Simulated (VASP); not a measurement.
# Bi2Te3 (R3m) in VASP: a series of runs

Bi2Te3 is run at these levels: PBE; tasks: single point.

Program: VASP 6.6.1. These are calculated values, not measurements. Logs are shortened: lines on timing, memory, paths and dates and some standing lists are left out, and cuts for length are marked.

### Step 1. The cell of the first run

Symmetry: R3m, No. 160, trigonal system. The conventional cell has a = 4.475 Å, b = 4.475 Å, c = 30.233 Å, α = 90.00°, β = 90.00°, γ = 120.00°. Bi (site symmetry 3m) has 3 Te at 3.07 Å and 3 Bi at 3.47 Å within 4.0 Å. Bi (site symmetry 3m) has 9 Te at 3.31 to 4.74 Å and 9 Bi at 3.47 to 4.48 Å within 4.8 Å. Within 4.1 Å of Te (site symmetry 3m) lie 6 Te at 3.08 to 3.49 Å. Within 4.0 Å of Te (site symmetry 3m) lie 3 Bi at 3.07 Å and 3 Te at 3.49 Å. Te (site symmetry 3m) has 3 Te at 3.08 Å and 3 Bi at 3.31 Å within 4.1 Å.

### Step 2. Single point, PBE

The input, INCAR:

```
  PREC = Accurate
  ENCUT = 520
  EDIFF = 1E-7
  ISMEAR = -1
  SIGMA = 0.1
  LREAL = F
  LASPH = T
  NELM = 80
  ALGO = Normal
  ISIF = 2
  LWAVE = F
  LCHARG = T
  GGA = PE
  LELF = T
  LVHAR = T
  NBANDS = 32
```

The input, KPOINTS:

```
Automatic mesh
0
Gamma
  6 6 6
```

The input, POSCAR:

```
Bi2Te3
1.0
    2.2375625433      1.2918572663     10.0775592077
   -2.2375625433      1.2918572663     10.0775592077
    0.0000000000     -2.5837145326     10.0775592077
Bi Te
2 3
Direct
    0.1880000000      0.1880000000      0.1880000000
    0.5980000000      0.5980000000      0.5980000000
    0.3890000000      0.3890000000      0.3890000000
    0.8000000000      0.8000000000      0.8000000000
    0.0000000000      0.0000000000      0.0000000000
```

Potentials or basis: VASP PAW PBE potentials, release 64 (Bi_d, Te).

Started as:

```
$ cat potpaw_PBE.64/Bi_d/POTCAR potpaw_PBE.64/Te/POTCAR > POTCAR
$ mpirun -np 1 vasp_std > vasp.out
```

OUTCAR:

```text
PREC = Accurate
   ENCUT = 520
   EDIFF = 1E-7
   ISMEAR = -1
   LREAL = F
   LASPH = T
   NELM = 80
   ISIF = 2
   GGA = PE

 ion  position               nearest neighbor table
   1  0.188  0.188  0.188-   4 3.07   4 3.07   4 3.07   2 3.47   2 3.47   2 3.47
   2  0.598  0.598  0.598-   5 3.31   5 3.31   5 3.31   1 3.47   1 3.47   1 3.47
   3  0.389  0.389  0.389-   5 3.08   5 3.08   5 3.08   4 3.49   4 3.49   4 3.49
   4  0.800  0.800  0.800-   1 3.07   1 3.07   1 3.07   3 3.49   3 3.49   3 3.49
   5  0.000  0.000  0.000-   3 3.08   3 3.08   3 3.08   2 3.31   2 3.31   2 3.31

  LATTYP: Found a trigonal (rhomboedric) cell.
 ALAT       =    10.4034984941
 COS(alpha) =     0.9074829993

  Lattice vectors:

 A1 = (   2.2375625433,   1.2918572663,  10.0775592077)
 A2 = (  -2.2375625433,   1.2918572663,  10.0775592077)
 A3 = (   0.0000000000,  -2.5837145326,  10.0775592077)

Analysis of symmetry for initial positions (statically):
=====================================================================
 Subroutine PRICEL returns:
 Original cell was already a primitive cell.

 Routine SETGRP: Setting up the symmetry group for a
 trigonal (rhombohedral) supercell.

 Subroutine GETGRP returns: Found  6 space group operations
 (whereof  6 operations were pure point group operations)
 out of a pool of 12 trial point group operations.

The static configuration has the point symmetry C_3v.

Analysis of symmetry for dynamics (positions and initial velocities):
=====================================================================
 Subroutine PRICEL returns:
 Original cell was already a primitive cell.

 Routine SETGRP: Setting up the symmetry group for a
 trigonal (rhombohedral) supercell.

 Subroutine GETGRP returns: Found  6 space group operations
 (whereof  6 operations were pure point group operations)
 out of a pool of 12 trial point group operations.

The dynamic configuration has the point symmetry C_3v.

 Subroutine INISYM returns: Found  6 space group operations
 (whereof  6 operations are pure point group operations),
 and found     1 'primitive' translations

----------------------------------------------------------------------------------------

[... 95 lines left out ...]
   LASPH  =      T    aspherical Exc in radial PAW
   ENCUT  =  520.0 eV  38.22 Ry    6.18 a.u.  19.34 19.34 19.34*2*pi/ulx,y,z
   NELM   =     80;   NELMIN=  2; NELMDL= -5     # of ELM steps
   EDIFF  = 0.1E-06   stopping-criterion for ELM
   LREAL  =      F    real-space projection
   EDIFFG = 0.1E-05   stopping-criterion for IOM
   NSW    =      0    number of steps for IOM
   IBRION =     -1    ionic relax: 0-MD 1-quasi-New 2-CG
   NFREE  =      0    steps in history (QN), initial steepest desc. (CG)
   ISIF   =      2    stress and relaxation
   ISYM   =      2    0-nonsym 1-usesym 2-fastsym
   POTIM  = 0.5000    time-step for ionic-motion
   TEBEG  =    0.0;   TEEND  =   0.0 temperature during run
   PSTRESS=    0.0 pullay stress
   NELECT =      48.0000    total number of electrons
   NUPDOWN=      -1.0000    fix difference up-down
   EMIN   =  10.00;   EMAX   =-10.00  energy-range for DOS
   EFERMI =   0.00;   METHOD = LEGACY
   ISMEAR =    -1;   SIGMA  =   0.10  broadening in eV -4-tet -1-fermi 0-gaus
   EFERMI_NEDOS =   21; number of points for ismear=-14 and -15
   IALGO  =     38    algorithm
   IMIX   =      4    mixing-type and parameters
     AMIX     =   0.40;   BMIX     =  1.00
     AMIX_MAG =   1.60;   BMIX_MAG =  1.00
  volume/ion in A,a.u.               =      34.96       235.90
  Fermi-wavevector in a.u.,A,eV,Ry     =   1.064118  2.010891 15.406519  1.132347
  Thomas-Fermi vector in A             =   2.199626
   LORBIT       =      0    0 simple, 1 ext, 2 COOP (PROOUT), +10 PAW based schemes
   GGA     = PE    functional components
   LHFCALC =     F    Hartree Fock is set to
   AEXX    =    0.0000 exact exchange contribution
   IVDW    =     0    specifies the selected vdW correction
   LEPSILON=     F    determine dielectric tensor
   LRPA    =     F    only Hartree local field effects (RPA)
 non-spin polarized calculation
  energy-cutoff  :      520.00
  volume of cell :      174.78
 maximum number of plane-waves:      4738
 NGX is ok and might be reduce to    80
   NGX = 39   NGY = 39   NGZ = 39

 number of electron      48.0000004 magnetization

 Free energy of the ion-electron system (eV)
  ---------------------------------------------------
  ext. energy  EPLUGINS =         0.00000000
  ---------------------------------------------------
  free energy    TOTEN  =       -16.95611218 eV

  energy without entropy =      -16.88742939  energy(sigma->0) =      -16.92177078

 E-fermi :   5.9720     XC(G=0):  -9.2286

 val. band max:        5.9568089120   @ k =   0.5000   0.1667   0.1667
 cond. band min:       6.0295211868   @ k =   0.1667   0.1667   0.1667
 fundamental gap:      0.0727122748
 Fermi energy:         5.9719716639

 k-point     1 :       0.0000    0.0000    0.0000
  band No.  band energies     occupation
      1     -17.1347      2.00000
      2     -17.1347      2.00000
      3     -17.1119      2.00000
      4     -17.1119      2.00000
      5     -17.1069      2.00000
      6     -16.5600      2.00000
[... 829 lines left out ...]
     31      10.1544      0.00000
     32      11.1333      0.00000

 [... further k-points ...]

------------------------ aborting loop because EDIFF is reached ----------------------------------------

  FORCE on cell =-STRESS in cart. coord.  units (eV):
  Direction    XX          YY          ZZ          XY          YZ          ZX
  --------------------------------------------------------------------------------------
  -------------------------------------------------------------------------------------
  Total        0.1663469      0.1663469     -1.0311831      0.0000000      0.0000000      0.0000000
  in kB        1.5248562      1.5248561     -9.4525733      0.0000000      0.0000000      0.0000000
  external PRESSURE =      -2.1342870 kB  Pullay stress =       0.0000000 kB

 VOLUME and BASIS-vectors are now :
 -----------------------------------------------------------------------------
  energy-cutoff  :      520.00
  volume of cell :      174.78
      direct lattice vectors                 reciprocal lattice vectors
     2.237562543  1.291857266 10.077559208     0.223457441  0.129013221  0.033076792
    -2.237562543  1.291857266 10.077559208    -0.223457441  0.129013221  0.033076792
     0.000000000 -2.583714533 10.077559208     0.000000000 -0.258026441  0.033076792

 POSITION                                       TOTAL-FORCE (eV/Angst)
 -----------------------------------------------------------------------------------
      0.00000      0.00000      5.68374         0.000000     -0.000000      0.663539
      0.00000      0.00000     18.07914         0.000000      0.000000      0.478463
      0.00000      0.00000     11.76051         0.000000      0.000000      0.556159
      0.00000      0.00000     24.18614         0.000000     -0.000000     -0.601389
      0.00000      0.00000      0.00000         0.000000      0.000000     -1.096772
 -----------------------------------------------------------------------------------
    total drift:                               -0.000000      0.000001     -0.000342

  FREE ENERGIE OF THE ION-ELECTRON SYSTEM (eV)
  ---------------------------------------------------
  free  energy   TOTEN  =       -16.9561121791 eV

  energy  without entropy=      -16.8874293902  energy(sigma->0) =      -16.92177078
```

stdout:

```text
POSCAR found type information on POSCAR BiTe
 POSCAR found :  2 types and       5 ions
 scaLAPACK will be used
 LDA part: xc-table for (Slater+PW92), standard interpolation
 POSCAR, INCAR and KPOINTS ok, starting setup
 FFT: planning ... GRIDC
 FFT: planning ... GRID_SOFT
 FFT: planning ... GRID
 WAVECAR not read
 entering main loop
```

Run time: 9.8 min. Hardware: 1 thread of Intel Xeon 6975P-C (Granite Rapids), shared host; peak memory 0.95 GiB.

What came out:

* Free energy: -16.9561 eV
* Pressure: -0.2 GPa
* Largest force: 1.097 eV/Å
* Band gap on the k mesh: zero (bands 24 and 25 overlap by 0.09 eV)

Forces on the atoms (eV/Å):
```
Bi   0.000  0.000  0.664
Bi   0.000  0.000  0.478
Te   0.000  0.000  0.556
Te   0.000  0.000 -0.601
Te   0.000  0.000 -1.097
```

Levels at points of the mesh, in eV from the Fermi level:
| k point | band 22 | band 23 | band 24 | band 25 | band 26 | band 27 |
| --- | --- | --- | --- | --- | --- | --- |
| (0.00, 0.00, 0.00) | -0.48 | -0.41 | -0.41 | -0.10 | 0.31 | 0.31 |
| (0.50, 0.00, 0.00) | -2.07 | -0.27 | -0.25 | -0.12 | 0.47 | 2.39 |
| (0.50, 0.50, 0.00) | -1.74 | -0.99 | -0.46 | 0.37 | 1.13 | 1.67 |
| (0.50, 0.50, 0.50) | -0.90 | -0.64 | -0.64 | 0.40 | 0.85 | 0.85 |

Caveat: spin-orbit coupling is left out, which moves the levels of the heavy elements; forces of over 1 eV/Å act on the atoms, so gaps and moduli don't describe the material at rest.

### Step 3. Single point, PBE

This run uses another cell than the first one, of 35.96 Å³/atom.

The input, INCAR:

```
ALGO = Normal
EDIFF = 1E-6
ENCUT = 520
GGA = PE
ISIF = 2
ISMEAR = -1
LASPH = T
LCHARG = F
LREAL = F
LWAVE = F
NBANDS = 32
NELM = 100
PREC = Accurate
SIGMA = 0.1
```

The input, KPOINTS:

```
k-points
0
Gamma
  6 6 6
```

Edit POSCAR of step 2 so:

```diff
@@ -2,5 +2,5 @@
 1.0
-    2.2375625433      1.2918572663     10.0775592077
-   -2.2375625433      1.2918572663     10.0775592077
-    0.0000000000     -2.5837145326     10.0775592077
+    2.2588739454      1.3041614094     10.1735417388
+   -2.2588739454      1.3041614094     10.1735417388
+    0.0000000000     -2.6083228187     10.1735417388
 Bi Te
```

Potentials or basis: VASP PAW PBE potentials, release 64 (Bi_d, Te).

Started as:

```
$ cat potpaw_PBE.64/Bi_d/POTCAR potpaw_PBE.64/Te/POTCAR > POTCAR
$ mpirun -np 1 vasp_std > vasp.out
```

Run time: 9.1 min. Hardware: 1 thread of Intel Xeon 6975P-C (Granite Rapids), shared host; peak memory 0.96 GiB.

The run converged. Its results:

| Property | Result |
| --- | --- |
| Free energy | -16.9312 eV |
| Pressure | -1.4 GPa |
| Largest force | 1.008 eV/Å |
| Band gap on the k mesh | zero (bands 24 and 25 overlap by 0.10 eV) |

Forces in eV/Å, atoms in the order of the input:
```
Bi   0.000  0.000  0.530
Bi   0.000  0.000  0.491
Te   0.000  0.000  0.432
Te   0.000  0.000 -0.445
Te   0.000  0.000 -1.008
```

Stress tensor (GPa, compression positive):
```
-1.02  0.00  0.00
 0.00 -1.02  0.00
 0.00  0.00 -2.13
```

Levels at points of the mesh, in eV from the Fermi level:
```
           k point  band 22  band 23  band 24  band 25  band 26  band 27
(0.00, 0.00, 0.00)    -0.49    -0.37    -0.37    -0.12     0.32     0.32
(0.50, 0.00, 0.00)    -1.98    -0.24    -0.24    -0.12     0.47     2.30
(0.50, 0.50, 0.00)    -1.69    -0.94    -0.44     0.37     1.13     1.62
(0.50, 0.50, 0.50)    -0.91    -0.60    -0.60     0.39     0.84     0.84
```

Caveat: spin-orbit coupling is left out, which moves the levels of the heavy elements; forces of over 1 eV/Å act on the atoms, so gaps and moduli don't describe the material at rest.
